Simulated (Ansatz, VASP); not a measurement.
BN in VASP and in Ansatz

File INCAR:

```
PREC = Accurate
ENCUT = 520
EDIFF = 1E-6
ISMEAR = 0
SIGMA = 0.01
LREAL = F
LASPH = T
NELM = 100
ALGO = Normal
ISIF = 2
LWAVE = F
LCHARG = F
GGA = CA
NBANDS = 16
```

KPOINTS

```
regular mesh
0
Gamma
  12 12 6
```

Contents of POSCAR:

```
BN
1.0
    2.4913353474      0.0000000000      0.0000000000
   -1.2456676737      2.1575597002      0.0000000000
    0.0000000000      0.0000000000      4.0010591824
B N
2 2
Direct
    0.0000000000      0.0000000000      0.0000000000
    0.0000000000      0.0000000000      0.5000000000
    0.3333333333      0.6666666667      0.2500000000
    0.6666666667      0.3333333333      0.7500000000
```

Input for Ansatz:

```yaml
crystal:
  lattice:
    - [2.4913353474, 0.0, 0.0]
    - [-1.2456676737, 2.1575597002, 0.0]
    - [0.0, 0.0, 4.0010591824]
  atoms:
    - { symbol: B, position: [0.0, 0.0, 0.0] }
    - { symbol: B, position: [0.0, 0.0, 0.5] }
    - { symbol: "N", position: [0.3333333333, 0.6666666667, 0.25] }
    - { symbol: "N", position: [0.6666666667, 0.3333333333, 0.75] }
kpoints:
  mp_grid: { grid: [12, 12, 6] }
hamiltonian:
  xc: lda
scf:
  occupations: { method: fixed }
output:
  optics: { e_range: [0, 13], de: 0.05, sigma: 0.1 }
```

Alike in both runs: task single point; functional LDA; k mesh 12 × 12 × 6; no spin polarisation.

```csv
,VASP,Ansatz
version,VASP 6.6.1,Ansatz 0.2.0
potentials or method,"VASP PAW LDA potentials, release 64 (B, N)","plane waves, PAW"
plane-wave cutoff (eV),520,420
occupations,"gaussian, width 0.01 eV",fixed
valence electrons in the cell,16,16
```

Ansatz gave:

```
gap on the k mesh at the Fermi level (eV) : 1.69
```

Problem. Estimate VASP's values.

Solution. gap on the k mesh at the Fermi level (eV): 1.67.

LDA's correlation is that of Perdew and Zunger in VASP and of Perdew and Wang (1992) in Ansatz.
